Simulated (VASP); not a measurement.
Input of a VASP 6.6.1 run:

Contents of INCAR:

```
  ALGO = Normal
  EDIFF = 1E-6
  ENCUT = 500
  GGA = PS
  GGA_COMPAT = False
  ISIF = 2
  ISMEAR = -1
  LASPH = True
  LCHARG = False
  LREAL = False
  LWAVE = False
  NBANDS = 11
  NELM = 120
  PREC = Accurate
  SIGMA = 0.1
```

KPOINTS

```
k-points
0
Gamma
  10 10 10
```

Contents of POSCAR:

```
Pd
1.0
    0.0000000000      1.9384608481      1.9384608481
    1.9384608481      0.0000000000      1.9384608481
    1.9384608481      1.9384608481      0.0000000000
Pd
1
Direct
    0.0000000000      0.0000000000      0.0000000000
```

Potentials or basis: VASP PAW PBE potentials, release 64 (Pd).

Run with:

```sh
$ cat potpaw_PBE.64/Pd/POTCAR > POTCAR
$ mpirun -np 1 vasp_std > vasp.out
```

Task: Predict the band gap on the k mesh.

Result: Zero (band 5 reaches 10.15 eV, above the bottom of band 6 at 8.54 eV).

Task: What does it give for the pressure?

Result: -0.3 GPa.

Caveat: the PAW data sets were made with another functional, which shifts forces and pressure a little.
